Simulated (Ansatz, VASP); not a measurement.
**SnO2: VASP beside Ansatz**

The input INCAR:

```
SYSTEM = SnO2
PREC = Accurate
ENCUT = 520
EDIFF = 1E-6
ISMEAR = 0
SIGMA = 0.05
LREAL = .FALSE.
LASPH = .TRUE.
NELM = 100
ALGO = Normal
ISIF = 2
LWAVE = .FALSE.
LCHARG = .FALSE.
GGA = PE
NBANDS = 20
```

KPOINTS

```
regular mesh
0
G
  12 12 12
  0 0 0
```

POSCAR

```
SnO2
1.0
    1.6976000000      0.9801098170      4.6559333333
   -1.6976000000      0.9801098170      4.6559333333
    0.0000000000     -1.9602196339      4.6559333333
Sn O
1 2
Direct
    0.5000000000      0.5000000000      0.5000000000
    0.2348826742      0.2348826742      0.2348826742
    0.7651173258      0.7651173258      0.7651173258
```

Input for Ansatz:

```yaml
crystal:
  lattice:
    - [1.6976, 0.980109817, 4.6559333333]
    - [-1.6976, 0.980109817, 4.6559333333]
    - [0.0, -1.9602196339, 4.6559333333]
  atoms:
    - { symbol: Sn, position: [0.5, 0.5, 0.5] }
    - { symbol: O, position: [0.2348826742, 0.2348826742, 0.2348826742] }
    - { symbol: O, position: [0.7651173258, 0.7651173258, 0.7651173258] }
basis:
  ecutwfc: 520.0
kpoints:
  mp_grid: { grid: [12, 12, 12] }
hamiltonian:
  xc: pbe
  pseudopotentials: { kind: paw, azcp: { folder: soft_1 } }
scf:
  occupations: { method: gaussian, width: 0.05 }
output:
  forces: true
  stress: true
  eigenvalues: true
```

Alike in both runs: task single point; functional PBE; k mesh 12 × 12 × 12; occupations gaussian, width 0.05 eV; no spin polarisation.

```csv
,VASP,Ansatz
version,VASP 6.6.1,Ansatz 0.2.0
potentials or method,"VASP PAW PBE potentials, release 64 (Sn_d, O), cutoff 520 eV","scalar-relativistic, plane waves, PAW"
valence electrons in the cell,26,26
```

Ansatz gave:

| Item | Value |
| --- | --- |
| gap on the k mesh at the Fermi level (eV) | 1.03 |
| least direct gap on the mesh (eV) | 1.13 |
| pressure (GPa) | -10.2 |
| traceless stress, the component that is largest in VASP (GPa) | 8.32 |
| rms of the force components (eV/Å) | 0.084 |

Question: What did VASP give for the same quantities?

Answer: gap on the k mesh at the Fermi level (eV): 1.02; least direct gap on the mesh (eV): 1.12; pressure (GPa): -9.8; traceless stress, the component that is largest in VASP (GPa): 7.97; rms of the force components (eV/Å): 0.065.

Atom by atom the forces differ by 0.019 eV/Å (rms over components).
